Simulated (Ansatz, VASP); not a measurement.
W in VASP and in Ansatz

```
W
1.0
    -0.29987    1.99913    2.19904
     1.69926    0.00000    1.89917
     1.99913    1.99913   -0.29987
W
1
Direct
  0.00000 0.00000 0.00000
```

Change from the starting cell: engineering shear strain xz -0.3000, normal strain along z +0.1000.

Alike in both runs: task single point; functional PBEsol; k mesh 20 × 20 × 20; occupations gaussian, width 0.15 eV; no spin polarisation.

|  | VASP | Ansatz |
| --- | --- | --- |
| version | VASP 6.6.1 | Ansatz 0.2.0 |
| potentials or method | VASP PAW PBE potentials, release 64 (W_sv), cutoff 500 eV | scalar-relativistic, plane waves, PAW |
| valence electrons in the cell | 14 | 14 |

```tsv
	VASP	Ansatz	Ansatz less VASP
gap on the k mesh at the Fermi level (eV)	none	none	-
pressure (GPa)	-8.6	-9.1	-0.47
traceless stress, the component that is largest in VASP (GPa)	23.68	23.22	-0.458
```

VASP's potentials were made for PBE, not for PBEsol, and Ansatz warns of the same on its side. A gap of «none» marks a metal or a gap that the smearing closes. The functional is the same, so the differences come from potentials, cutoffs and numerics.

Spin-orbit coupling is off throughout.
